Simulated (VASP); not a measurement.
Input of a VASP 6.6.1 run:

Contents of INCAR:

```
SYSTEM = CaO
ALGO = Normal
EDIFF = 1E-7
ENCUT = 520
GGA = PS
ISIF = 2
ISMEAR = 0
LASPH = .TRUE.
LCHARG = .TRUE.
LELF = .TRUE.
LREAL = .FALSE.
LVHAR = .TRUE.
LWAVE = .FALSE.
NBANDS = 15
NELM = 60
PREC = Accurate
SIGMA = 0.01
```

Contents of KPOINTS:

```
k-points
0
G
  10 10 10
  0 0 0
```

Contents of POSCAR:

```
CaO
1.0
    0.0000000000      2.3411606782      2.3411606782
    2.3411606782      0.0000000000      2.3411606782
    2.3411606782      2.3411606782      0.0000000000
Ca O
1 1
Direct
    0.0000000000      0.0000000000      0.0000000000
    0.5000000000      0.5000000000      0.5000000000
```

Potentials or basis: VASP PAW PBE potentials, release 64 (Ca_sv, O).

Run with:

```sh
$ cat potpaw_PBE.64/Ca_sv/POTCAR potpaw_PBE.64/O/POTCAR > POTCAR
$ mpirun -np 1 vasp_std > vasp.out
```

Problem. Estimate the pressure.

Solution. 7.8 GPa.

Problem. Estimate the band gap on the k mesh.

Solution. 3.48 eV (least direct gap 3.84 eV).

Caveat: the cell stands under pressure; the PAW data sets were made with another functional, which shifts forces and pressure a little. A k mesh can miss the band edges.
